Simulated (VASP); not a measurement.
Input of a VASP 6.6.1 run:

File POSCAR:

```
HgTe
1.0
    0.0000000000      3.4207242017      3.0958449534
    3.4207242017      0.0000000000      3.0958449534
    3.4207242017      3.4207242017      0.0000000000
Hg Te
1 1
Direct
    0.0000000000      0.0000000000      0.0000000000
    0.2500000000      0.2500000000      0.2500000000
```

File INCAR.step1:

```
PREC = Accurate ; ENCUT = 520
ISMEAR = -1 ; SIGMA = 0.02
LREAL = F ; LASPH = T
NELM = 100 ; NBANDS = 16
GGA = PE ; ALGO = Normal
EDIFF = 1E-4 ; LWAVE = T
LCHARG = F
```

File INCAR.step2:

```
PREC = Accurate ; ENCUT = 520
EDIFF = 1E-6 ; ISMEAR = -1
SIGMA = 0.02 ; LREAL = F
LASPH = T ; NELM = 100
ALGO = Normal ; ISIF = 2
LWAVE = F ; LCHARG = F
METAGGA = R2SCAN ; LMIXTAU = T
NBANDS = 16 ; ISTART = 1
```

The input KPOINTS:

```
Automatic mesh
0
Gamma
  6 6 6
```

Potentials or basis: VASP PAW PBE potentials, release 64 (Hg, Te).

Run with:

```bash
$ cat potpaw_PBE.64/Hg/POTCAR potpaw_PBE.64/Te/POTCAR > POTCAR
$ cp INCAR.step1 INCAR
$ mpirun -np 1 vasp_std > vasp.out
$ cp INCAR.step2 INCAR
$ mpirun -np 1 vasp_std > vasp.out
```

**Question.** Estimate the band gap on the k mesh.

**Answer.** 0.27 eV.

**Question.** Predict the pressure.

**Answer.** -0.8 GPa.

Stress tensor (GPa, compression positive):
```
-1.23  0.00  0.00
 0.00 -1.23  0.00
 0.00  0.00  0.05
```

Caveat: the cell differs from its parent crystal (epitaxial xy strain +4.0%); the PAW data sets were made with another functional, which shifts forces and pressure a little; spin-orbit coupling is left out, which moves the levels of the heavy elements.
